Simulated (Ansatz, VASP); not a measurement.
# One calculation of SnTe, two programs

```
CELL_PARAMETERS angstrom
4.13500 0.00000 0.00000
0.00000 4.13500 0.00000
0.00000 0.00000 3.46831
ATOMIC_POSITIONS crystal
Sn 0.50000 0.50000 0.50000
Te 0.00000 0.00000 0.00000
```

Alike in both runs: functional PBE; k mesh 4 × 4 × 6; occupations gaussian, width 0.1 eV; no spin polarisation.

Ansatz relaxed the structure, and its values are those at the end. VASP's run is a single point on that final structure, the one shown.

|  | VASP | Ansatz |
| --- | --- | --- |
| version | VASP 6.6.1 | Ansatz 0.2.0 |
| potentials or method | VASP PAW PBE potentials, release 64 (Sn_d, Te), cutoff 520 eV | scalar-relativistic, plane waves, PAW |
| valence electrons in the cell | 20 | 30 |

|  | VASP | Ansatz | Ansatz less VASP |
| --- | --- | --- | --- |
| gap on the k mesh at the Fermi level (eV) | none | none | - |
| pressure (GPa) | 0.0 | 0.0 | +0.05 |

A gap of «none» marks a metal or a gap that the smearing closes. VASP's potentials hold 20 valence electrons a cell and Ansatz's 30, so a difference there can come from the potentials and not from the codes.

The k mesh is coarse, so the values compare programs but aren't converged. Neither program's run includes spin-orbit coupling.
